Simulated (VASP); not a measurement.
# Cu (I4/mmm) in VASP: further runs

Runs on Cu. Level: PBE. Tasks: single point.

All numbers are computed with VASP 6.6.1; they aren't measurements. Logs are shortened: lines on timing, memory, paths and dates and some standing lists are left out, and cuts for length are marked.

## (1) The cell of the first run

Symmetry: I4/mmm, No. 139, tetragonal system. The conventional cell has a = 2.628 Å, b = 2.628 Å, c = 3.420 Å, α = 90.00°, β = 90.00°, γ = 90.00°. Within 3.3 Å of Cu (site symmetry 4/mmm) lie 12 Cu at 2.53 to 2.63 Å.

## (2) Single point, PBE

INCAR

```
  PREC = Accurate
  ENCUT = 520
  EDIFF = 1E-7
  ISMEAR = 0
  SIGMA = 0.15
  LREAL = F
  LASPH = T
  NELM = 60
  ALGO = Fast
  ISIF = 2
  LWAVE = F
  LCHARG = F
  GGA = PE
  NBANDS = 12
```

KPOINTS

```
Automatic mesh
0
Gamma
  24 24 24
```

POSCAR

```
Cu
1.0
    0.0000000000      1.8584420788      1.7097667125
    1.8584420788      0.0000000000      1.7097667125
    1.8584420788      1.8584420788      0.0000000000
Cu
1
Direct
    0.0000000000      0.0000000000      0.0000000000
```

Potentials or basis: VASP PAW PBE potentials, release 64 (Cu).

Launch:

```console
> cat potpaw_PBE.64/Cu/POTCAR > POTCAR
> mpirun -np 1 vasp_std > vasp.out
```

OUTCAR:

```text
PREC = Accurate
   ENCUT = 520
   EDIFF = 1E-7
   ISMEAR = 0
   LREAL = F
   LASPH = T
   NELM = 60
   ISIF = 2
   GGA = PE

 ion  position               nearest neighbor table
   1  0.000  0.000  0.000-

  LATTYP: Found a body centered tetragonal cell.
 ALAT       =     2.6282339927
 C/A-ratio  =     1.3010764774

  Lattice vectors:

 A1 = (   0.0000000000,  -1.8584420788,  -1.7097667125)
 A2 = (   0.0000000000,   1.8584420788,  -1.7097667125)
 A3 = (   1.8584420788,   0.0000000000,   1.7097667125)

Analysis of symmetry for initial positions (statically):
=====================================================================
 Subroutine PRICEL returns:
 Original cell was already a primitive cell.

 Routine SETGRP: Setting up the symmetry group for a
 body centered tetragonal supercell.

 Subroutine GETGRP returns: Found 16 space group operations
 (whereof 16 operations were pure point group operations)
 out of a pool of 16 trial point group operations.

The static configuration has the point symmetry D_4h.

Analysis of symmetry for dynamics (positions and initial velocities):
=====================================================================
 Subroutine PRICEL returns:
 Original cell was already a primitive cell.

 Routine SETGRP: Setting up the symmetry group for a
 body centered tetragonal supercell.

 Subroutine GETGRP returns: Found 16 space group operations
 (whereof 16 operations were pure point group operations)
 out of a pool of 16 trial point group operations.

The dynamic configuration has the point symmetry D_4h.

 Subroutine INISYM returns: Found 16 space group operations
 (whereof 16 operations are pure point group operations),
 and found     1 'primitive' translations

----------------------------------------------------------------------------------------

                                     Primitive cell

  volume of cell :      11.8104

  direct lattice vectors                    reciprocal lattice vectors
     0.000000000  1.858442079  1.709766713    -0.269042552  0.269042552  0.292437557
     1.858442079  0.000000000  1.709766713     0.269042552 -0.269042552  0.292437557
     1.858442079  1.858442079  0.000000000     0.269042552  0.269042552 -0.292437557

  length of vectors
     2.525293878  2.525293878  2.628233993     0.479882813  0.479882813  0.479882813

  position of ions in fractional coordinates (direct lattice)
     0.000000000  0.000000000  0.000000000

  ion indices of the primitive-cell ions
   primitive index   ion index
[... 81 lines left out ...]
   POTIM  = 0.5000    time-step for ionic-motion
   TEBEG  =    0.0;   TEEND  =   0.0 temperature during run
   PSTRESS=    0.0 pullay stress
   NELECT =      11.0000    total number of electrons
   NUPDOWN=      -1.0000    fix difference up-down
   EMIN   =  10.00;   EMAX   =-10.00  energy-range for DOS
   EFERMI =   0.00;   METHOD = LEGACY
   ISMEAR =     0;   SIGMA  =   0.15  broadening in eV -4-tet -1-fermi 0-gaus
   EFERMI_NEDOS =   21; number of points for ismear=-14 and -15
   IALGO  =     68    algorithm
   IMIX   =      4    mixing-type and parameters
     AMIX     =   0.40;   BMIX     =  1.00
     AMIX_MAG =   1.60;   BMIX_MAG =  1.00
  volume/ion in A,a.u.               =      11.81        79.70
  Fermi-wavevector in a.u.,A,eV,Ry     =   1.598763  3.021224 34.777078  2.556043
  Thomas-Fermi vector in A             =   2.696162
   LORBIT       =      0    0 simple, 1 ext, 2 COOP (PROOUT), +10 PAW based schemes
   GGA     = PE    functional components
   LHFCALC =     F    Hartree Fock is set to
   AEXX    =    0.0000 exact exchange contribution
   IVDW    =     0    specifies the selected vdW correction
   LEPSILON=     F    determine dielectric tensor
   LRPA    =     F    only Hartree local field effects (RPA)
 non-spin polarized calculation
 RMM-DIIS sequential band-by-band and
 Gauss-broadening in eV      SIGMA  =   0.15
  energy-cutoff  :      520.00
  volume of cell :       11.81
 maximum number of plane-waves:       330
   NGX =  9   NGY =  9   NGZ =  9

 number of electron      11.0000010 magnetization

 Free energy of the ion-electron system (eV)
  ---------------------------------------------------
  ext. energy  EPLUGINS =         0.00000000
  ---------------------------------------------------
  free energy    TOTEN  =        -3.72080503 eV

  energy without entropy =       -3.71742337  energy(sigma->0) =       -3.71911420

 E-fermi :   7.5969     XC(G=0): -12.7256

 val. band max:        7.5675952331   @ k =  -0.1667   0.3333   0.2500
 cond. band min:       7.5981782314   @ k =  -0.4167   0.1250   0.0000
 fundamental gap:      0.0305829983
 Fermi energy:         7.5968534273

 k-point     1 :       0.0000    0.0000    0.0000
  band No.  band energies     occupation
      1      -1.7646      2.00000
      2       4.4491      2.00000
      3       4.4491      2.00000
      4       4.8186      2.00000
      5       5.1724      2.00000
      6       5.5458      2.00000
      7      30.3160      0.00000
      8      32.7718      0.00000
      9      32.7718      0.00000
     10      33.1570      0.00000
     11      35.2555      0.00000
     12      35.4965      0.00000
[... 331 lines left out ...]
 k-point    24 :       0.4583    0.0417    0.0000
  band No.  band energies     occupation
      1       2.4937      2.00000
      2       4.3587      2.00000
      3       4.7271      2.00000
      4       5.4912      2.00000
      5       6.0144      2.00000
      6       6.5003      2.00000
      7      12.1241      0.00000
      8      27.6594      0.00000
      9      27.6961      0.00000
     10      31.6756      0.00000
     11      32.5096      0.00000
     12      33.9734      0.00000

 [... further k-points ...]

------------------------ aborting loop because EDIFF is reached ----------------------------------------

  FORCE on cell =-STRESS in cart. coord.  units (eV):
  Direction    XX          YY          ZZ          XY          YZ          ZX
  --------------------------------------------------------------------------------------
  -------------------------------------------------------------------------------------
  Total        0.1107702      0.1107702      0.3547025      0.0000000     -0.0000000      0.0000000
  in kB       15.0268788     15.0268788     48.1182653      0.0000000     -0.0000000      0.0000000
  external PRESSURE =      26.0573409 kB  Pullay stress =       0.0000000 kB

 VOLUME and BASIS-vectors are now :
 -----------------------------------------------------------------------------
  energy-cutoff  :      520.00
  volume of cell :       11.81
      direct lattice vectors                 reciprocal lattice vectors
     0.000000000  1.858442079  1.709766713    -0.269042552  0.269042552  0.292437557
     1.858442079  0.000000000  1.709766713     0.269042552 -0.269042552  0.292437557
     1.858442079  1.858442079  0.000000000     0.269042552  0.269042552 -0.292437557

 POSITION                                       TOTAL-FORCE (eV/Angst)
 -----------------------------------------------------------------------------------
      0.00000      0.00000      0.00000         0.000000      0.000000      0.000000
 -----------------------------------------------------------------------------------
    total drift:                                0.000000      0.000000      0.000000

  FREE ENERGIE OF THE ION-ELECTRON SYSTEM (eV)
  ---------------------------------------------------
  free  energy   TOTEN  =        -3.7208050277 eV

  energy  without entropy=       -3.7174233695  energy(sigma->0) =       -3.71911420
```

OSZICAR:

```text
N       E                     dE             d eps       ncg     rms          rms(c)
DAV:   1     0.428209971143E+02    0.42821E+02   -0.53851E+03 28136   0.154E+03
DAV:   2    -0.327268673307E+01   -0.46094E+02   -0.42557E+02 26360   0.206E+02
DAV:   3    -0.461547484425E+01   -0.13428E+01   -0.13356E+01 29684   0.401E+01
DAV:   4    -0.462389264097E+01   -0.84178E-02   -0.84166E-02 28732   0.281E+00
DAV:   5    -0.462397119390E+01   -0.78553E-04   -0.78552E-04 30256   0.276E-01    0.768E+00
RMM:   6    -0.407179339418E+01    0.55218E+00   -0.31586E+00 31920   0.330E+01    0.437E+00
RMM:   7    -0.373445833712E+01    0.33734E+00   -0.46690E-01 31709   0.123E+01    0.992E-01
RMM:   8    -0.372202556582E+01    0.12433E-01   -0.11807E-02 32622   0.115E+00    0.271E-01
RMM:   9    -0.372074489661E+01    0.12807E-02   -0.26927E-03 33354   0.958E-01    0.251E-02
RMM:  10    -0.372079520843E+01   -0.50312E-04   -0.45158E-04 33959   0.278E-01    0.125E-02
RMM:  11    -0.372080365411E+01   -0.84457E-05   -0.67083E-05 36311   0.912E-02    0.924E-03
RMM:  12    -0.372080488625E+01   -0.12321E-05   -0.95999E-06 35325   0.343E-02    0.206E-03
RMM:  13    -0.372080511457E+01   -0.22833E-06   -0.15504E-06 31779   0.123E-02    0.744E-04
RMM:  14    -0.372080502770E+01    0.86876E-07   -0.24161E-07 25594   0.567E-03
   1 F= -.37208050E+01 E0= -.37191142E+01  d E =-.338166E-02
```

Run time: 2 min. Hardware: 1 thread of Intel Xeon Platinum 8375C at 2.90GHz (Ice Lake), shared host; peak memory 0.25 GiB.

Results:

```yaml
Free_energy: -3.7208 eV
Pressure: 2.6 GPa
```

Levels at points of the mesh, in eV from the Fermi level:
| k point | band 2 | band 3 | band 4 | band 5 | band 6 | band 7 | band 8 | band 9 | band 10 | band 11 |
| --- | --- | --- | --- | --- | --- | --- | --- | --- | --- | --- |
| (0.00, 0.00, 0.00) | -3.15 | -3.15 | -2.78 | -2.42 | -2.05 | 22.72 | 25.17 | 25.17 | 25.56 | 27.66 |
| (0.50, 0.00, 0.00) | -3.28 | -2.86 | -1.74 | -1.56 | -0.99 | 3.78 | 20.24 | 20.75 | 23.99 | 24.47 |
| (0.50, 0.50, 0.00) | -4.47 | -1.67 | -1.49 | -1.49 | 2.77 | 8.62 | 11.79 | 11.79 | 16.50 | 19.01 |
| (0.50, 0.00, 0.50) | -4.39 | -1.69 | -1.64 | -1.41 | 0.92 | 6.39 | 13.77 | 13.88 | 18.19 | 20.96 |

## (3) Single point, PBE

This run uses another cell than the first one, of the same volume but with other edges.

INCAR

```
PREC     = Accurate       # precision mode
ENCUT    = 520            # plane-wave cutoff, eV
EDIFF    = 1E-7           # SCF threshold, eV
ISMEAR   = 0              # smearing method
SIGMA    = 0.15           # smearing width, eV
LREAL    = F              # projectors in reciprocal space
LASPH    = T              # aspherical terms in the spheres
NELM     = 80             # most SCF steps
ALGO     = Fast           # electronic algorithm
ISIF     = 2              # what is computed and relaxed
LWAVE    = F              # write WAVECAR
LCHARG   = F              # write CHGCAR
GGA      = PE             # functional
NBANDS   = 12             # bands
```

KPOINTS

```
regular mesh
0
Gamma
  24 24 24
```

POSCAR

```
Cu
1.0
    0.0000000000      2.0866063294      1.3562941141
    2.0866063294      0.0000000000      1.3562941141
    2.0866063294      2.0866063294      0.0000000000
Cu
1
Direct
    0.0000000000      0.0000000000      0.0000000000
```

Potentials or basis: VASP PAW PBE potentials, release 64 (Cu).

Launch:

```console
> cat potpaw_PBE.64/Cu/POTCAR > POTCAR
> mpirun -np 1 vasp_std > vasp.out
```

OUTCAR:

```text
PREC = Accurate
   ENCUT = 520
   EDIFF = 1E-7
   ISMEAR = 0
   LREAL = F
   LASPH = T
   NELM = 80
   ISIF = 2
   GGA = PE

 ion  position               nearest neighbor table
   1  0.000  0.000  0.000-

  LATTYP: Found a body centered tetragonal cell.
 ALAT       =     2.9509069704
 C/A-ratio  =     0.9192388155

  Lattice vectors:

 A1 = (   0.0000000000,  -2.0866063294,  -1.3562941141)
 A2 = (   0.0000000000,   2.0866063294,  -1.3562941141)
 A3 = (   2.0866063294,   0.0000000000,   1.3562941141)

Analysis of symmetry for initial positions (statically):
=====================================================================
 Subroutine PRICEL returns:
 Original cell was already a primitive cell.

 Routine SETGRP: Setting up the symmetry group for a
 body centered tetragonal supercell.

 Subroutine GETGRP returns: Found 16 space group operations
 (whereof 16 operations were pure point group operations)
 out of a pool of 16 trial point group operations.

The static configuration has the point symmetry D_4h.

Analysis of symmetry for dynamics (positions and initial velocities):
=====================================================================
 Subroutine PRICEL returns:
 Original cell was already a primitive cell.

 Routine SETGRP: Setting up the symmetry group for a
 body centered tetragonal supercell.

 Subroutine GETGRP returns: Found 16 space group operations
 (whereof 16 operations were pure point group operations)
 out of a pool of 16 trial point group operations.

The dynamic configuration has the point symmetry D_4h.

 Subroutine INISYM returns: Found 16 space group operations
 (whereof 16 operations are pure point group operations),
 and found     1 'primitive' translations

----------------------------------------------------------------------------------------

                                     Primitive cell
[... 109 lines left out ...]
     AMIX_MAG =   1.60;   BMIX_MAG =  1.00
  volume/ion in A,a.u.               =      11.81        79.70
  Fermi-wavevector in a.u.,A,eV,Ry     =   1.598763  3.021224 34.777078  2.556043
  Thomas-Fermi vector in A             =   2.696162
   LORBIT       =      0    0 simple, 1 ext, 2 COOP (PROOUT), +10 PAW based schemes
   GGA     = PE    functional components
   LHFCALC =     F    Hartree Fock is set to
   AEXX    =    0.0000 exact exchange contribution
   IVDW    =     0    specifies the selected vdW correction
   LEPSILON=     F    determine dielectric tensor
   LRPA    =     F    only Hartree local field effects (RPA)
 non-spin polarized calculation
 RMM-DIIS sequential band-by-band and
 Gauss-broadening in eV      SIGMA  =   0.15
  energy-cutoff  :      520.00
  volume of cell :       11.81
 maximum number of plane-waves:       330
   NGX =  9   NGY =  9   NGZ = 11

 number of electron      10.9999998 magnetization

 Free energy of the ion-electron system (eV)
  ---------------------------------------------------
  ext. energy  EPLUGINS =         0.00000000
  ---------------------------------------------------
  free energy    TOTEN  =        -3.69113813 eV

  energy without entropy =       -3.68669655  energy(sigma->0) =       -3.68891734

 E-fermi :   7.5941     XC(G=0): -12.7261

 val. band max:        7.5889215408   @ k =   0.5000   0.0417   0.3333
 cond. band min:       7.5953978067   @ k =   0.5000   0.0833   0.2083
 fundamental gap:      0.0064762660
 Fermi energy:         7.5940947942

 k-point     1 :       0.0000    0.0000    0.0000
  band No.  band energies     occupation
      1      -1.7601      2.00000
      2       4.2760      2.00000
      3       4.6152      2.00000
      4       4.6152      2.00000
      5       5.2786      2.00000
      6       5.6396      2.00000
      7      31.6066      0.00000
      8      31.6066      0.00000
      9      34.0487      0.00000
     10      35.5621      0.00000
     11      35.7137      0.00000
     12      35.9250      0.00000
[... 331 lines left out ...]
 k-point    24 :       0.4583    0.0417    0.0000
  band No.  band energies     occupation
      1       2.6050      2.00000
      2       3.6923      2.00000
      3       5.3260      2.00000
      4       5.6612      2.00000
      5       6.1780      2.00000
      6       7.1733      1.99993
      7      12.7540      0.00000
      8      24.0701      0.00000
      9      24.3558      0.00000
     10      28.8658      0.00000
     11      31.4735      0.00000
     12      38.9019      0.00000

 [... further k-points ...]
[... 5 lines left out ...]
  --------------------------------------------------------------------------------------
  -------------------------------------------------------------------------------------
  Total        0.2120395      0.2120395      0.2507055      0.0000000      0.0000000      0.0000000
  in kB       28.7648705     28.7648705     34.0102301      0.0000000      0.0000000      0.0000000
  external PRESSURE =      30.5133237 kB  Pullay stress =       0.0000000 kB

 VOLUME and BASIS-vectors are now :
 -----------------------------------------------------------------------------
  energy-cutoff  :      520.00
  volume of cell :       11.81
      direct lattice vectors                 reciprocal lattice vectors
     0.000000000  2.086606329  1.356294114    -0.239623542  0.239623542  0.368651604
     2.086606329  0.000000000  1.356294114     0.239623542 -0.239623542  0.368651604
     2.086606329  2.086606329  0.000000000     0.239623542  0.239623542 -0.368651604

 POSITION                                       TOTAL-FORCE (eV/Angst)
 -----------------------------------------------------------------------------------
      0.00000      0.00000      0.00000         0.000000      0.000000     -0.000000
 -----------------------------------------------------------------------------------
    total drift:                                0.000000     -0.000000      0.000000

  FREE ENERGIE OF THE ION-ELECTRON SYSTEM (eV)
  ---------------------------------------------------
  free  energy   TOTEN  =        -3.6911381347 eV

  energy  without entropy=       -3.6866965493  energy(sigma->0) =       -3.68891734
```

Wall time 2.3 min (1 thread of Intel Xeon Platinum 8375C at 2.90GHz (Ice Lake), shared host); peak memory 0.26 GiB.

Results:

* Free energy: -3.6911 eV
* Pressure: 3.1 GPa

Levels at points of the mesh, in eV from the Fermi level:
```tsv
k point	band 2	band 3	band 4	band 5	band 6	band 7	band 8	band 9	band 10	band 11
(0.00, 0.00, 0.00)	-3.32	-2.98	-2.98	-2.32	-1.95	24.01	24.01	26.45	27.97	28.12
(0.50, 0.00, 0.00)	-3.94	-2.15	-1.83	-1.37	-0.35	4.68	16.80	16.82	20.74	23.64
(0.50, 0.50, 0.00)	-4.61	-1.57	-1.57	-1.48	7.17	7.17	10.42	12.78	13.44	16.97
(0.50, 0.00, 0.50)	-3.53	-2.40	-2.09	-1.41	-1.00	3.76	19.05	19.30	22.81	25.60
```

## (4) Single point, PBE

This run uses another cell than the first one, of the same volume but with other edges.

INCAR

```
SYSTEM = Cu
PREC = Accurate ; ENCUT = 520
EDIFF = 1E-6 ; ISMEAR = 0
SIGMA = 0.15 ; LREAL = .FALSE.
LASPH = .TRUE. ; NELM = 60
ALGO = Fast ; ISIF = 2
LWAVE = .FALSE. ; LCHARG = .FALSE.
GGA = PE ; NBANDS = 12
```

KPOINTS

```
regular mesh
0
G
  24 24 24
  0 0 0
```

POSCAR

```
Cu
1.0
    0.0000000000      1.5789966900      2.3684950350
    1.5789966900      0.0000000000      2.3684950350
    1.5789966900      1.5789966900      0.0000000000
Cu
1
Direct
    0.0000000000      0.0000000000      0.0000000000
```

Launch:

```console
> cat potpaw_PBE.64/Cu/POTCAR > POTCAR
> mpirun -np 1 vasp_std > vasp.out
```

Wall time 87 s (1 thread of Intel Xeon Platinum 8375C at 2.90GHz (Ice Lake), shared host); peak memory 0.26 GiB.

It converged, with:

```
Free energy : -3.2486 eV
Pressure    : 19.2 GPa
```

Stress tensor (GPa, compression positive):
```
 39.20   0.00   0.00
  0.00  39.20   0.00
  0.00   0.00 -20.74
```

Levels at points of the mesh, in eV from the Fermi level:
```tsv
k point	band 2	band 3	band 4	band 5	band 6	band 7	band 8	band 9	band 10	band 11
(0.00, 0.00, 0.00)	-4.47	-3.62	-2.11	-2.11	-1.38	16.92	21.80	25.48	27.15	27.15
(0.50, 0.00, 0.00)	-4.02	-2.41	-1.68	-1.66	-0.51	4.61	12.72	18.36	28.10	30.45
(0.50, 0.50, 0.00)	-4.77	-2.37	-1.58	-1.58	-1.33	1.39	20.42	20.42	24.01	26.90
(0.50, 0.00, 0.50)	-4.04	-2.51	-1.86	-0.62	5.00	11.01	11.06	12.64	16.58	19.13
```

## (5) Summary

| cell | further INCAR settings | gap on the mesh (eV) | pressure (GPa) |
| --- | --- | --- | --- |
| a = 2.525, b = 2.525, c = 2.628 Å, angles 58.6, 58.6, 62.7°, 1 atom | ALGO = Fast; EDIFF = 1e-07; NBANDS = 12 | none | 2.6 |
| a = 2.489, b = 2.489, c = 2.951 Å, angles 53.6, 53.6, 72.7°, 1 atom | ALGO = Fast; EDIFF = 1e-07; NBANDS = 12 | none | 3.1 |
| a = 2.847, b = 2.847, c = 2.233 Å, angles 66.9, 66.9, 46.2°, 1 atom | ALGO = Fast; EDIFF = 1e-06; NBANDS = 12 | none | 19.2 |

Alike in all rows: task single point; level PBE; potentials or basis VASP PAW PBE potentials, release 64 (Cu); no spin polarisation; k mesh 24 × 24 × 24; cutoff (eV) 520; smearing gaussian 0.15 eV.

Total energies depend on the potentials used, so only differences within one code and one set of settings carry meaning.
